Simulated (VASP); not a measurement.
Here is a VASP 6.6.1 calculation.

The input INCAR:

```
PREC = Accurate ; ENCUT = 600
EDIFF = 1E-6 ; ISMEAR = 0
SIGMA = 0.05 ; LREAL = False
LASPH = True ; NELM = 120
ALGO = Normal ; ISIF = 2
LWAVE = False ; LCHARG = False
ISYM = 0 ; NBANDS = 11
GGA_COMPAT = False
```

Contents of KPOINTS:

```
Automatic mesh
0
Gamma
  12 12 12
  0.5 0.5 0.5
```

File POSCAR:

```
BN
1.0
    0.0000000000      1.8122788127      1.8122788127
    1.8122788127      0.0000000000      1.8122788127
    1.6750288973      1.6750288973      0.1372499154
B N
1 1
Direct
    0.0000000000      0.0000000000      0.0000000000
    0.7500000000      0.7500000000      0.7500000000
```

Potentials or basis: VASP PAW LDA potentials, release 64 (B, N).

Launch:

```bash
$ cat potpaw_LDA.64/B/POTCAR potpaw_LDA.64/N/POTCAR > POTCAR
$ mpirun -np 1 vasp_std > vasp.out
```

Task: Estimate the pressure.

Result: 49.7 GPa.

Task: What does it give for the largest force?

Result: 2.018 eV/Å.

Task: Estimate the band gap on the k mesh.

Result: 4.16 eV (least direct gap 8.13 eV).

Forces in eV/Å, atoms in the order of the input:
```
B   -1.165 -1.165  1.165
N    1.165  1.165 -1.165
```

Caveat: the cell stands under pressure; a shifted mesh leaves out Γ, where band edges can lie; forces of over 1 eV/Å act on the atoms, so gaps and moduli don't describe the material at rest. A k mesh can miss the band edges.
